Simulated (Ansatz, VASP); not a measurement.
# In2GaP3 in VASP and in Ansatz

```
CELL_PARAMETERS angstrom
3.86984 0.00000 0.00000
0.00000 3.86984 0.00000
0.00000 0.00000 8.54135
ATOMIC_POSITIONS crystal
In 0.00000 0.50000 0.73650
In 0.50000 0.00000 0.26350
Ga 0.00000 0.00000 0.00000
P 0.50000 0.50000 0.00000
P 0.00000 0.50000 0.38350
P 0.50000 0.00000 0.61650
```

Change from the starting cell: species swapped into the Zr2CuSb3 type (P-4m2, No. 115).

Alike in both runs: task relaxation of cell and atoms; functional PBE; k mesh 4 × 4 × 2; occupations gaussian, width 0.1 eV; no spin polarisation.

|  | VASP | Ansatz |
| --- | --- | --- |
| version | VASP 6.6.1 | Ansatz 0.2.0 |
| potentials or method | VASP PAW PBE potentials, release 64 (In_d, Ga_d, P), cutoff 600 eV | scalar-relativistic, plane waves, PAW |
| valence electrons in the cell | 54 | 54 |

```tsv
	VASP	Ansatz	Ansatz less VASP
gap on the k mesh at the Fermi level, each at its own relaxed structure (eV)	none	none	-
relaxed volume (Å³/atom)	19.83	19.86	+0.028
relaxed cell length with the largest relative difference (Å)	8.022	8.044	+0.0224
```

A gap of «none» marks a metal or a gap that the smearing closes.

The k mesh is coarse, so the values compare programs but aren't converged.
